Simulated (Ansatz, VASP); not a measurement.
**MgO in VASP and in Ansatz**

The input INCAR:

```
ALGO     = Normal         # electronic algorithm
EDIFF    = 1E-6           # SCF threshold, eV
ENCUT    = 520            # plane-wave cutoff, eV
ISIF     = 2              # what is computed and relaxed
ISMEAR   = 0              # smearing method
LASPH    = True           # aspherical terms in the spheres
LCHARG   = False          # write CHGCAR
LREAL    = False          # projectors in reciprocal space
LWAVE    = False          # write WAVECAR
NBANDS   = 36             # bands
NELM     = 80             # most SCF steps
PREC     = Accurate       # precision mode
SIGMA    = 0.05           # smearing width, eV
```

Contents of KPOINTS:

```
k-points
0
Gamma
  9 9 2
```

Contents of POSCAR:

```
MgO
1.0
    2.0806186598     -2.0806186598      0.0000000000
    2.0806186598      0.0000000000     -2.0806186598
    8.9583690692      8.1781370718      7.3979050744
Mg O
6 6
Direct
    1.0000000000     -0.1431069186      0.3816184496
    0.3333333333      0.2538294897      0.2120102498
    0.6666666667      0.4599566732      0.5512266494
    1.0000000000      0.6660838566      0.8904430490
    0.3333333333      0.0630202649      0.7208348492
    0.6666666667      0.6507658979      0.0424020500
    0.6666666667      0.5553612855      0.2968143497
    0.0000000000     -0.0477023062      0.1272061499
    0.3333333333      0.1584248773      0.4664225495
    0.6666666667      0.3645520608      0.8056389491
    1.0000000000      0.7614884690      0.6360307493
    0.3333333333     -0.0323843475      0.9752471489
```

Input for Ansatz:

```yaml
crystal:
  lattice:
    - [2.0806186598, -2.0806186598, 0.0]
    - [2.0806186598, 0.0, -2.0806186598]
    - [8.9583690692, 8.1781370718, 7.3979050744]
  atoms:
    - { symbol: Mg, position: [1.0, -0.1431069186, 0.3816184496] }
    - { symbol: Mg, position: [0.3333333333, 0.2538294897, 0.2120102498] }
    - { symbol: Mg, position: [0.6666666667, 0.4599566732, 0.5512266494] }
    - { symbol: Mg, position: [1.0, 0.6660838566, 0.890443049] }
    - { symbol: Mg, position: [0.3333333333, 0.0630202649, 0.7208348492] }
    - { symbol: Mg, position: [0.6666666667, 0.6507658979, 0.04240205] }
    - { symbol: O, position: [0.6666666667, 0.5553612855, 0.2968143497] }
    - { symbol: O, position: [0.0, -0.0477023062, 0.1272061499] }
    - { symbol: O, position: [0.3333333333, 0.1584248773, 0.4664225495] }
    - { symbol: O, position: [0.6666666667, 0.3645520608, 0.8056389491] }
    - { symbol: O, position: [1.0, 0.761488469, 0.6360307493] }
    - { symbol: O, position: [0.3333333333, -0.0323843475, 0.9752471489] }
basis:
  ecutwfc: 520.0
kpoints:
  mp_grid: { grid: [9, 9, 2] }
hamiltonian:
  xc: lda
  pseudopotentials: { kind: paw, azcp: { folder: soft_1 } }
scf:
  occupations: { method: gaussian, width: 0.05 }
output:
  forces: true
  stress: true
  eigenvalues: true
```

Alike in both runs: task single point; functional LDA; k mesh 9 × 9 × 2; occupations gaussian, width 0.05 eV; no spin polarisation.

|  | VASP | Ansatz |
| --- | --- | --- |
| version | VASP 6.6.1 | Ansatz 0.2.0 |
| potentials or method | VASP PAW LDA potentials, release 64 (Mg, O), cutoff 520 eV | scalar-relativistic, plane waves, PAW |
| valence electrons in the cell | 48 | 96 |

```csv
,VASP,Ansatz,Ansatz less VASP
gap on the k mesh at the Fermi level (eV),4.37,4.41,+0.033
least direct gap on the mesh (eV),4.37,4.41,+0.033
pressure (GPa),24.3,23.3,-0.99
"traceless stress, the component that is largest in VASP (GPa)",31.57,28.07,-3.499
rms of the force components (eV/Å),8.613,7.611,-1.0019
```

Ansatz warns that its potentials were made for another functional, while VASP's fit it. LDA's correlation is that of Perdew and Zunger in VASP and of Perdew and Wang (1992) in Ansatz. Atom by atom the forces differ by 1.004 eV/Å (rms over components). VASP's potentials hold 48 valence electrons a cell and Ansatz's 96, so a difference there can come from the potentials and not from the codes.
